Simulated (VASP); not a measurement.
Input of a VASP 6.6.1 run:

INCAR

```
PREC = Accurate ; ENCUT = 520
EDIFF = 1E-6 ; ISMEAR = 0
SIGMA = 0.15 ; LREAL = F
LASPH = T ; NELM = 80
ALGO = Normal ; ISIF = 2
LWAVE = F ; LCHARG = T
GGA = PS ; LELF = T
LVHAR = T ; NBANDS = 8
```

KPOINTS

```
regular mesh
0
Gamma
  22 22 22
```

The input POSCAR:

```
Si
1.0
    0.0000000000      1.9108305409      1.7579640976
    1.9108305409      0.0000000000      1.7579640976
    1.9108305409      1.9108305409      0.0000000000
Si
1
Direct
    0.0000000000      0.0000000000      0.0000000000
```

Potentials or basis: VASP PAW PBE potentials, release 64 (Si).

Run with:

```console
$ cat potpaw_PBE.64/Si/POTCAR > POTCAR
$ mpirun -np 1 vasp_std > vasp.out
```

Task: What does it give for the band gap on the k mesh?

Result: Zero (bands 2 and 3 overlap by 15.87 eV).

Task: Predict the pressure.

Result: 10.6 GPa.

Caveat: the cell differs from its parent crystal (strain +0.000 along x and y, -0.080 along z); the cell stands under pressure; the PAW data sets were made with another functional, which shifts forces and pressure a little.
